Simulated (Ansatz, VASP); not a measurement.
**One calculation of HfN, two programs**

INCAR

```
ALGO     = Normal         # electronic algorithm
EDIFF    = 1E-7           # SCF threshold, eV
ENCUT    = 520            # plane-wave cutoff, eV
GGA      = PS             # functional
GGA_COMPAT= False        
ISIF     = 2              # what is computed and relaxed
ISMEAR   = -1             # smearing method
IVDW     = 12             # dispersion correction
LASPH    = True           # aspherical terms in the spheres
LCHARG   = False          # write CHGCAR
LMAXMIX  = 4              # l up to which the mixer works
LORBIT   = 11             # projections on sites
LORBMOM  = True         
LREAL    = False          # projectors in reciprocal space
LSORBIT  = True           # spin-orbit coupling
LWAVE    = False          # write WAVECAR
MAGMOM   = 0 0 0 0 0 0    # initial moments
NBANDS   = 27             # bands
NELM     = 150            # most SCF steps
PREC     = Accurate       # precision mode
SIGMA    = 0.08           # smearing width, eV
```

File KPOINTS:

```
k-points
0
Gamma
  14 14 14
```

File POSCAR:

```
HfN
1.0
    0.0000000000      2.2510434732      2.2510434732
    2.2510434732      0.0000000000      2.2510434732
    2.2510434732      2.2510434732      0.0000000000
Hf N
1 1
Direct
    0.0000000000      0.0000000000      0.0000000000
    0.5000000000      0.5000000000      0.5000000000
```

Input for Ansatz:

```yaml
crystal:
  lattice:
    - [0.0, 2.25104347318, 2.25104347318]
    - [2.25104347318, 0.0, 2.25104347318]
    - [2.25104347318, 2.25104347318, 0.0]
  atoms:
    - { symbol: Hf, position: [0.0, 0.0, 0.0] }
    - { symbol: "N", position: [0.5, 0.5, 0.5] }
kpoints:
  mp_grid: { grid: [14, 14, 14] }
scf:
  occupations: { method: fermi_dirac, width: 0.08 }
hamiltonian:
  xc: pbesol
  pseudopotentials: { kind: paw_fr }
  dispersion: d3bj
magnetization:
  noncollinear: true
  spin_orbit: true
output:
  forces: true
  stress: true
  eigenvalues: true
  eigenstates:
    nscf_kmesh: { grid: [16, 16, 16] }
    de_dk: true
    e_range: [-14, 14]
checkpoint:
  write: ck
  write_wavefunctions: false
```

Alike in both runs: task single point; functional PBEsol; dispersion D3(BJ); k mesh 14 × 14 × 14; occupations fermi-dirac, width 0.08 eV; non-collinear spin, spin-orbit coupling.

```csv
,VASP,Ansatz
version,VASP 6.6.1,Ansatz 0.2.0
potentials or method,"VASP PAW PBE potentials, release 64 (Hf_pv, N)","PAW with Ansatz's default frozen-core files, fully relativistic files with spin-orbit coupling"
plane-wave cutoff (eV),520,420
valence electrons in the cell,15,31
```

```csv
,VASP,Ansatz,Ansatz less VASP
pressure (GPa),-7.6,-6.0,+1.58
net moment per atom (μB),0.00,0.00,0.000
```

VASP's potentials were made for PBE, not for PBEsol. VASP's potentials hold 15 valence electrons a cell and Ansatz's 31, so a difference there can come from the potentials and not from the codes.
